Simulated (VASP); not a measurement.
# La2O3 (P-3m1) in VASP: single point with PBE

Aim: the single point of La2O3 with PBE.

All numbers are computed with VASP 6.6.1; they aren't measurements. Logs are shortened: lines on timing, memory, paths and dates and some standing lists are left out, and cuts for length are marked.

## 1. The cell of the first run

It takes space group P-3m1 (No. 164, trigonal). Conventional cell: a = 3.931 Å, b = 3.931 Å, c = 6.112 Å, α = 90.00°, β = 90.00°, γ = 120.00°. Within 3.1 Å of La (site symmetry 3m) lie 7 O at 2.36 to 2.72 Å. Within 3.1 Å of O (site symmetry 3m) lie 4 La at 2.36 to 2.44 Å and 3 O at 2.89 Å. Within 3.6 Å of O (site symmetry -3m) lie 6 La at 2.72 Å and 6 O at 3.14 Å.

## 2. Single point, PBE

File INCAR:

```
ALGO = Normal ; EDIFF = 1E-6
ENCUT = 520 ; GGA = PE
ISIF = 2 ; ISMEAR = 0
LASPH = T ; LCHARG = T
LELF = T ; LREAL = F
LVHAR = T ; LWAVE = F
NBANDS = 28 ; NELM = 100
PREC = Accurate ; SIGMA = 0.05
```

File KPOINTS:

```
k-points
0
Gamma
  12 12 8
```

File POSCAR:

```
La2O3
1.0
    3.9307778800      0.0000000000      0.0000000000
   -1.9653889400      3.4041535000      0.0000000000
    0.0000000000      0.0000000000      6.1119535200
La O
2 3
Direct
    0.6666666700      0.3333333300      0.7537643200
    0.3333333300      0.6666666700      0.2462356800
    0.6666666700      0.3333333300      0.3541093500
    0.3333333300      0.6666666700      0.6458906500
    0.0000000000      0.0000000000      0.0000000000
```

Potentials or basis: VASP PAW PBE potentials, release 64 (La, O).

Run with:

```sh
> cat potpaw_PBE.64/La/POTCAR potpaw_PBE.64/O/POTCAR > POTCAR
> mpirun -np 1 vasp_std > vasp.out
```

OUTCAR:

```text
EDIFF = 1E-6
   ENCUT = 520
   GGA = PE
   ISIF = 2
   ISMEAR = 0
   LASPH = T
   LREAL = F
   NELM = 100
   PREC = Accurate

 ion  position               nearest neighbor table
   1  0.667  0.333  0.754-   4 2.36   4 2.36   4 2.36   3 2.44   5 2.72   5 2.72   5 2.72
   2  0.333  0.667  0.246-   3 2.36   3 2.36   3 2.36   4 2.44   5 2.72   5 2.72   5 2.72
   3  0.667  0.333  0.354-   2 2.36   2 2.36   2 2.36   1 2.44
   4  0.333  0.667  0.646-   1 2.36   1 2.36   1 2.36   2 2.44
   5  0.000  0.000  0.000-   1 2.72   2 2.72   2 2.72   1 2.72   1 2.72   2 2.72

  LATTYP: Found a hexagonal cell.
 ALAT       =     3.9307778800
 C/A-ratio  =     1.5548966913

  Lattice vectors:

 A1 = (   3.9307778800,   0.0000000000,   0.0000000000)
 A2 = (  -1.9653889400,   3.4041535000,   0.0000000000)
 A3 = (   0.0000000000,   0.0000000000,   6.1119535200)

Analysis of symmetry for initial positions (statically):
=====================================================================
 Subroutine PRICEL returns:
 Original cell was already a primitive cell.

 Routine SETGRP: Setting up the symmetry group for a
 hexagonal supercell.

 Subroutine GETGRP returns: Found 12 space group operations
 (whereof 12 operations were pure point group operations)
 out of a pool of 24 trial point group operations.

The static configuration has the point symmetry D_3d.

Analysis of symmetry for dynamics (positions and initial velocities):
=====================================================================
 Subroutine PRICEL returns:
 Original cell was already a primitive cell.

 Routine SETGRP: Setting up the symmetry group for a
 hexagonal supercell.

 Subroutine GETGRP returns: Found 12 space group operations
 (whereof 12 operations were pure point group operations)
 out of a pool of 24 trial point group operations.

The dynamic configuration has the point symmetry D_3d.

 Subroutine INISYM returns: Found 12 space group operations
 (whereof 12 operations are pure point group operations),
 and found     1 'primitive' translations

----------------------------------------------------------------------------------------

                                     Primitive cell

  volume of cell :      81.7839

  direct lattice vectors                    reciprocal lattice vectors
     3.930777880  0.000000000  0.000000000     0.254402571  0.146879393  0.000000000
    -1.965388940  3.404153500  0.000000000     0.000000000  0.293758786  0.000000000
     0.000000000  0.000000000  6.111953520     0.000000000  0.000000000  0.163613810

  length of vectors
     3.930777880  3.930777879  6.111953520     0.293758786  0.293758786  0.163613810

  position of ions in fractional coordinates (direct lattice)
     0.666666670  0.333333330  0.753764320
     0.333333330  0.666666670  0.246235680
     0.666666670  0.333333330  0.354109350
     0.333333330  0.666666670  0.645890650
     0.000000000  0.000000000  0.000000000

  ion indices of the primitive-cell ions
   primitive index   ion index
                 1           1
                 2           2
                 3           3
                 4           4
                 5           5

----------------------------------------------------------------------------------------

 KPOINTS: k-points

Automatic generation of k-mesh.
 Grid dimensions read from file:
 generate k-points for:   12   12    8

 Generating k-lattice:

  Cartesian coordinates                     Fractional coordinates (reciprocal lattice)
     0.021200214  0.012239949  0.000000000     0.083333333  0.000000000  0.000000000
     0.000000000  0.024479899  0.000000000     0.000000000  0.083333333  0.000000000
     0.000000000  0.000000000  0.020451726     0.000000000  0.000000000  0.125000000

  Length of vectors
     0.024479899  0.024479899  0.020451726

  Shift w.r.t. Gamma in fractional coordinates (k-lattice)
     0.000000000  0.000000000  0.000000000

 Subroutine IBZKPT returns following result:
 ===========================================

 Found    131 irreducible k-points:

 Following reciprocal coordinates:
            Coordinates               Weight
  0.000000  0.000000  0.000000      1.000000
  0.083333  0.000000  0.000000      6.000000
  0.166667 -0.000000  0.000000      6.000000
  0.250000  0.000000  0.000000      6.000000
  0.333333  0.000000  0.000000      6.000000
  0.416667  0.000000  0.000000      6.000000
[... 16 lines left out ...]
  0.166667 -0.000000  0.125000      6.000000
  0.000000  0.166667  0.125000      6.000000
 [... further k-points ...]
   k-points           NKPTS =    131   k-points in BZ     NKDIM =    131   number of bands    NBANDS=     28
   number of dos      NEDOS =    301   number of ions     NIONS =      5
   total plane-waves  NPLWV =  43200
   dimension x,y,z NGX =    30 NGY =   30 NGZ =   48
   dimension x,y,z NGXF=    60 NGYF=   60 NGZF=   96
   ions per type =               2   3
   NGX,Y,Z   is equivalent  to a cutoff of  12.69, 12.69, 13.06 a.u.
   NGXF,Y,Z  is equivalent  to a cutoff of  25.38, 25.38, 26.11 a.u.
 SYSTEM =  unknown system
   PREC   = accura    normal or accurate (medium, high low for compatibility)
   ISTART =      0    job   : 0-new  1-cont  2-samecut
   ICHARG =      2    charge: 1-file 2-atom 10-const
   ISPIN  =      1    spin polarized calculation?
   LNONCOLLINEAR =      F non collinear calculations
   LSORBIT =      F    spin-orbit coupling
   LASPH  =      T    aspherical Exc in radial PAW
   ENCUT  =  520.0 eV  38.22 Ry    6.18 a.u.   7.31  7.31 11.36*2*pi/ulx,y,z
   NELM   =    100;   NELMIN=  2; NELMDL= -5     # of ELM steps
   EDIFF  = 0.1E-05   stopping-criterion for ELM
   LREAL  =      F    real-space projection
   EDIFFG = 0.1E-04   stopping-criterion for IOM
   NSW    =      0    number of steps for IOM
   IBRION =     -1    ionic relax: 0-MD 1-quasi-New 2-CG
   NFREE  =      0    steps in history (QN), initial steepest desc. (CG)
   ISIF   =      2    stress and relaxation
   ISYM   =      2    0-nonsym 1-usesym 2-fastsym
   POTIM  = 0.5000    time-step for ionic-motion
   TEBEG  =    0.0;   TEEND  =   0.0 temperature during run
   PSTRESS=    0.0 pullay stress
   NELECT =      40.0000    total number of electrons
   NUPDOWN=      -1.0000    fix difference up-down
   EMIN   =  10.00;   EMAX   =-10.00  energy-range for DOS
   EFERMI =   0.00;   METHOD = LEGACY
   ISMEAR =     0;   SIGMA  =   0.05  broadening in eV -4-tet -1-fermi 0-gaus
   EFERMI_NEDOS =   21; number of points for ismear=-14 and -15
   IALGO  =     38    algorithm
   IMIX   =      4    mixing-type and parameters
     AMIX     =   0.40;   BMIX     =  1.00
     AMIX_MAG =   1.60;   BMIX_MAG =  1.00
  volume/ion in A,a.u.               =      16.36       110.38
  Fermi-wavevector in a.u.,A,eV,Ry     =   1.289849  2.437462 22.636161  1.663711
  Thomas-Fermi vector in A             =   2.421717
   LORBIT       =      0    0 simple, 1 ext, 2 COOP (PROOUT), +10 PAW based schemes
   GGA     = PE    functional components
   LHFCALC =     F    Hartree Fock is set to
   AEXX    =    0.0000 exact exchange contribution
   IVDW    =     0    specifies the selected vdW correction
   LEPSILON=     F    determine dielectric tensor
   LRPA    =     F    only Hartree local field effects (RPA)
 non-spin polarized calculation
 Gauss-broadening in eV      SIGMA  =   0.05
  energy-cutoff  :      520.00
  volume of cell :       81.78
 maximum number of plane-waves:      2231
 NGX is ok and might be reduce to    30
   NGX = 15   NGY = 15   NGZ = 23

 number of electron      39.9999992 magnetization

 Free energy of the ion-electron system (eV)
  ---------------------------------------------------
  ext. energy  EPLUGINS =         0.00000000
  ---------------------------------------------------
  free energy    TOTEN  =       -41.81744230 eV

  energy without entropy =      -41.81744230  energy(sigma->0) =      -41.81744230

 E-fermi :   6.2381     XC(G=0): -10.4725

 val. band max:        5.9813008912   @ k =   0.5000   0.0000   0.5000
 cond. band min:       9.8400658514   @ k =   0.5000   0.0000   0.0000
 fundamental gap:      3.8587649603
 Fermi energy:         6.2381458021

 k-point     1 :       0.0000    0.0000    0.0000
  band No.  band energies     occupation
      1     -23.8433      2.00000
      2     -23.5994      2.00000
      3     -10.9633      2.00000
      4      -9.7102      2.00000
      5      -9.2612      2.00000
      6      -7.3095      2.00000
[... 20 lines left out ...]
     27      11.3557      0.00000
     28      11.5940      0.00000

 k-point     2 :       0.0833    0.0000    0.0000
  band No.  band energies     occupation
      1     -23.8312      2.00000
      2     -23.5943      2.00000
      3     -10.9607      2.00000
      4      -9.8462      2.00000
      5      -9.3664      2.00000
      6      -7.3386      2.00000
[... 20 lines left out ...]
     27      11.4185      0.00000
     28      11.5970      0.00000

 k-point     3 :       0.1667   -0.0000    0.0000
  band No.  band energies     occupation
      1     -23.7972      2.00000
      2     -23.5811      2.00000
      3     -10.9733      2.00000
      4     -10.1721      2.00000
      5      -9.5626      2.00000
      6      -7.4131      2.00000
[... 20 lines left out ...]
     27      11.4776      0.00000
     28      11.5691      0.00000

 k-point     4 :       0.2500    0.0000    0.0000
  band No.  band energies     occupation
      1     -23.7481      2.00000
      2     -23.5650      2.00000
      3     -11.0424      2.00000
      4     -10.5558      2.00000
      5      -9.6606      2.00000
      6      -7.5067      2.00000
[... 578 lines left out ...]
     27      11.3694      0.00000
     28      11.5728      0.00000

 k-point    23 :       0.1667   -0.0000    0.1250
  band No.  band energies     occupation
      1     -23.7893      2.00000
      2     -23.5896      2.00000
      3     -10.9636      2.00000
      4     -10.1632      2.00000
      5      -9.5939      2.00000
      6      -7.4091      2.00000
[... 20 lines left out ...]
     27      11.4334      0.00000
     28      11.5539      0.00000

 k-point    24 :       0.0000    0.1667    0.1250
  band No.  band energies     occupation
      1     -23.7894      2.00000
      2     -23.5894      2.00000
      3     -10.9739      2.00000
      4     -10.1941      2.00000
      5      -9.5125      2.00000
      6      -7.3955      2.00000
[... 20 lines left out ...]
     27      11.4029      0.00000
     28      11.5174      0.00000

 [... further k-points ...]
[... 5 lines left out ...]
  --------------------------------------------------------------------------------------
  -------------------------------------------------------------------------------------
  Total        0.7633537      0.7633537      0.9310665      0.0000000     -0.0000000      0.0000000
  in kB       14.9543895     14.9543895     18.2399479      0.0000000     -0.0000000      0.0000000
  external PRESSURE =      16.0495757 kB  Pullay stress =       0.0000000 kB

 VOLUME and BASIS-vectors are now :
 -----------------------------------------------------------------------------
  energy-cutoff  :      520.00
  volume of cell :       81.78
      direct lattice vectors                 reciprocal lattice vectors
     3.930777880  0.000000000  0.000000000     0.254402571  0.146879393  0.000000000
    -1.965388940  3.404153500  0.000000000     0.000000000  0.293758786  0.000000000
     0.000000000  0.000000000  6.111953520     0.000000000  0.000000000  0.163613810

 POSITION                                       TOTAL-FORCE (eV/Angst)
 -----------------------------------------------------------------------------------
      1.96539      1.13472      4.60697         0.000000     -0.000000      0.003195
     -0.00000      2.26944      1.50498        -0.000000      0.000000     -0.003195
      1.96539      1.13472      2.16430        -0.000000      0.000000     -0.011628
     -0.00000      2.26944      3.94765         0.000000     -0.000000      0.011628
      0.00000      0.00000      0.00000         0.000000      0.000000      0.000000
 -----------------------------------------------------------------------------------
    total drift:                               -0.000000      0.000000     -0.000000

  FREE ENERGIE OF THE ION-ELECTRON SYSTEM (eV)
  ---------------------------------------------------
  free  energy   TOTEN  =       -41.8174423026 eV

  energy  without entropy=      -41.8174423026  energy(sigma->0) =      -41.81744230
```

It took 6.2 min on 1 thread of Intel Xeon Platinum 8259CL at 2.50GHz (Skylake/Cascade Lake), shared host; peak memory 0.41 GiB.

Results:

```yaml
Free_energy: -41.8174 eV
Pressure: 1.6 GPa
Largest_force: 0.012 eV/Å
Band_gap_on_the_k_mesh: 3.86 eV, indirect (least direct gap 3.98 eV)
```

Forces in eV/Å, atoms in the order of the input:
```
La   0.000  0.000  0.003
La   0.000  0.000 -0.003
O    0.000  0.000 -0.012
O    0.000  0.000  0.012
O    0.000  0.000  0.000
```

Caveat: spin-orbit coupling is left out, which moves the levels of the heavy elements.
